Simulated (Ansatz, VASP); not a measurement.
## One calculation of TiSn5, two programs

Contents of INCAR:

```
  PREC = Accurate
  ENCUT = 520
  EDIFF = 1E-6
  ISMEAR = 0
  SIGMA = 0.1
  LREAL = F
  LASPH = T
  NELM = 150
  ALGO = Fast
  ISIF = 2
  LWAVE = F
  LCHARG = F
  ISPIN = 2
  MAGMOM = 1 0 0 0 0 0
  LORBIT = 11
  LMAXMIX = 4
  GGA = PE
  NBANDS = 54
```

File KPOINTS:

```
regular mesh
0
Gamma
  4 4 2
```

File POSCAR:

```
TiSn5
1.0
    5.3125217222      0.0000000000      0.0000000000
    0.0000000000      5.3125217222      0.0000000000
    0.0000000000      0.0000000000     10.5170958155
Ti Sn
1 5
Direct
    0.5000000000      0.5000000000      0.0000000000
    0.5000000000      0.0000000000      0.0000000000
    0.0000000000      0.5000000000      0.0000000000
    0.5000000000      0.5000000000      0.2451509867
    0.5000000000      0.5000000000      0.7548490133
    0.5000000000      0.5000000000      0.5000000000
```

Input for Ansatz:

```yaml
crystal:
  lattice:
    - [5.3125217222, 0.0, 0.0]
    - [0.0, 5.3125217222, 0.0]
    - [0.0, 0.0, 10.5170958155]
  atoms:
    - { symbol: Ti, position: [0.5, 0.5, 0.0], spin: 1.0 }
    - { symbol: Sn, position: [0.5, 0.0, 0.0] }
    - { symbol: Sn, position: [0.0, 0.5, 0.0] }
    - { symbol: Sn, position: [0.5, 0.5, 0.2451509867] }
    - { symbol: Sn, position: [0.5, 0.5, 0.7548490133] }
    - { symbol: Sn, position: [0.5, 0.5, 0.5] }
basis:
  ecutwfc: 420
kpoints:
  mp_grid: { grid: [4, 4, 2] }
hamiltonian:
  xc: pbe
scf:
  occupations: { method: gaussian, width: 0.1 }
  lower_state_search: "off"
output:
  forces: true
  stress: true
  eigenvalues: true
  populations: true
magnetization:
  spin_polarized: true
```

Alike in both runs: task single point; functional PBE; k mesh 4 × 4 × 2; occupations gaussian, width 0.1 eV; collinear spin.

```csv
,VASP,Ansatz
version,VASP 6.6.1,Ansatz 0.2.0
potentials or method,"VASP PAW PBE potentials, release 64 (Ti_sv, Sn_d), cutoff 520 eV","scalar-relativistic, plane waves, PAW"
valence electrons in the cell,82,82
```

Ansatz gave:

- gap on the k mesh at the Fermi level (eV): none
- pressure (GPa): 0.1
- traceless stress, the component that is largest in VASP (GPa): 0.18
- rms of the force components (eV/Å): 0.008
- net moment per atom (μB): 0.00

Task: Estimate VASP's values.

Result: gap on the k mesh at the Fermi level (eV): none; pressure (GPa): 0.0; traceless stress, the component that is largest in VASP (GPa): 0.17; rms of the force components (eV/Å): 0.007; net moment per atom (μB): 0.00.

Atom by atom the forces differ by 0.000 eV/Å (rms over components). A gap of «none» marks a metal or a gap that the smearing closes. With one functional, cell and mesh, what is left measures potentials, basis and numerics. Ansatz's warnings: seeded moment not kept.
